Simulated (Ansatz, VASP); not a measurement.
# Ni: VASP beside Ansatz

```xyz
1
Lattice="0.0000 1.5940 1.5940 1.5940 0.0000 1.5940 1.5940 1.5940 0.0000" Properties=species:S:1:pos:R:3 pbc="T T T"
Ni    0.0000    0.0000    0.0000
```

Change from the starting cell: volume scaled by 0.78, LAPW.

Alike in both runs: task single point; functional PBEsol; k mesh 19 × 19 × 19; occupations fermi-dirac, width 0.05 eV; collinear spin.

|  | VASP | Ansatz |
| --- | --- | --- |
| version | VASP 6.6.1 | Ansatz 0.2.0 |
| potentials or method | VASP PAW PBE potentials, release 64 (Ni), cutoff 520 eV | all-electron LAPW, scalar-relativistic |

Ansatz gave:

| Property | Result |
| --- | --- |
| pressure (GPa) | 103.6 |
| net moment per atom (μB) | 0.53 |
| size of the moment on the site where the two differ most (μB) | 0.55 |

Q: Which values does VASP return?

A: Pressure (GPa): 102.6; net moment per atom (μB): 0.53; size of the moment on the site where the two differ most (μB): 0.51.

VASP's potentials were made for PBE, not for PBEsol. Site moments also hang on the region over which each program counts them. Both programs put the cell under a high pressure, so it lies far from rest at this level. Ansatz ran all-electron here, and VASP with PAW potentials.

Noted on VASP's run: the cell as given lies far from equilibrium.
